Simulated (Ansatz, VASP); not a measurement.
BN: VASP beside Ansatz

Contents of INCAR:

```
SYSTEM = BN
PREC = Accurate
ENCUT = 600
EDIFF = 1E-6
ISMEAR = -1
SIGMA = 0.05
LREAL = .FALSE.
LASPH = .TRUE.
NELM = 60
ALGO = Normal
ISIF = 3
LWAVE = .FALSE.
LCHARG = .FALSE.
GGA = PS
IVDW = 13
IBRION = 2
NSW = 60
EDIFFG = -0.01
```

File KPOINTS:

```
regular mesh
0
G
  12 12 4
  0 0 0
```

The input POSCAR:

```
BN
1.0
    2.4982400000      0.0000000000      0.0000000000
   -1.2491200000      2.1635393048      0.0000000000
    0.0000000000      0.0000000000      6.6357000000
N B
2 2
Direct
    0.6666666667      0.3333333333      0.2500000000
    0.3333333333      0.6666666667      0.7500000000
    0.6666666667      0.3333333333      0.7500000000
    0.3333333333      0.6666666667      0.2500000000
```

input.yaml

```yaml
crystal:
  lattice:
    - [2.49824, 0.0, 0.0]
    - [-1.24912, 2.1635393048, 0.0]
    - [0.0, 0.0, 6.6357]
  atoms:
    - { symbol: "N", position: [0.6666666667, 0.3333333333, 0.25] }
    - { symbol: "N", position: [0.3333333333, 0.6666666667, 0.75] }
    - { symbol: B, position: [0.6666666667, 0.3333333333, 0.75] }
    - { symbol: B, position: [0.3333333333, 0.6666666667, 0.25] }
hamiltonian:
  xc: pbesol
  pseudopotentials: { kind: paw }
  dispersion: d4
kpoints:
  mp_grid: { grid: [12, 12, 4] }
scf:
  occupations: { method: fermi_dirac, width: 0.05 }
output:
  forces: true
  stress: true
  eigenvalues: true
  write_density: true
  write_potential: true
  elf: true
  volumetric_format: npy
relax:
  f_tol: 0.01
  max_steps: 40
  cell: { stress_tol: 0.05 }
```

Alike in both runs: task relaxation of cell and atoms; functional PBEsol; dispersion D4; k mesh 12 × 12 × 4; occupations fermi-dirac, width 0.05 eV; no spin polarisation.

|  | VASP | Ansatz |
| --- | --- | --- |
| version | VASP 6.6.1 | Ansatz 0.2.0 |
| potentials or method | VASP PAW PBE potentials, release 64 (N, B) | Ansatz PAW |
| plane-wave cutoff (eV) | 600 | 420 |
| valence electrons in the cell | 16 | 16 |

Ansatz gave:

```
gap on the k mesh at the Fermi level, each at its own relaxed structure (eV)  : 4.12
relaxed volume (Å³/atom)                                                      : 8.78
relaxed length of the cell vector where the two differ most in proportion (Å) : 6.480
```

Problem. Which values does VASP return?

Solution. gap on the k mesh at the Fermi level, each at its own relaxed structure (eV): 4.09; relaxed volume (Å³/atom): 8.70; relaxed length of the cell vector where the two differ most in proportion (Å): 6.416.

VASP's potentials were made for PBE, not for PBEsol.

Noted on Ansatz's run: the plane-wave basis is chosen anew once the cell has moved, so the energies of steps on either side of that aren't comparable.
